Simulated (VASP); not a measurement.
A run of VASP 6.6.1 is set up as follows.

File INCAR:

```
SYSTEM = Os3C
PREC     = Accurate       ! precision mode
ENCUT    = 520            ! plane-wave cutoff, eV
EDIFF    = 1E-6           ! SCF threshold, eV
ISMEAR   = 0              ! smearing method
SIGMA    = 0.1            ! smearing width, eV
LREAL    = .FALSE.        ! projectors in reciprocal space
LASPH    = .TRUE.         ! aspherical terms in the spheres
NELM     = 60             ! most SCF steps
ALGO     = Normal         ! electronic algorithm
ISIF     = 2              ! what is computed and relaxed
LWAVE    = .FALSE.        ! write WAVECAR
LCHARG   = .FALSE.        ! write CHGCAR
GGA      = PE             ! functional
NBANDS   = 22             ! bands
```

KPOINTS

```
Automatic mesh
0
G
  12 12 12
  0 0 0
```

Contents of POSCAR:

```
Os3C
1.0
    3.7602583582      0.0000000000      0.0000000000
    0.0000000000      3.7602583582      0.0000000000
    0.0000000000      0.0000000000      3.7602583582
Os C
3 1
Direct
    0.0000000000      0.5000000000      0.5000000000
    0.5000000000      0.0000000000      0.5000000000
    0.5000000000      0.5000000000      0.0000000000
    0.0000000000      0.0000000000      0.0000000000
```

Potentials or basis: VASP PAW PBE potentials, release 64 (Os, C).

Command:

```console
$ cat potpaw_PBE.64/Os/POTCAR potpaw_PBE.64/C/POTCAR > POTCAR
$ mpirun -np 1 vasp_std > vasp.out
```

Question: Predict the band gap on the k mesh.

Answer: Zero (bands 14 and 15 overlap by 1.01 eV).

Question: Predict the pressure.

Answer: 0.3 GPa.

Caveat: spin-orbit coupling is left out, which moves the levels of the heavy elements.
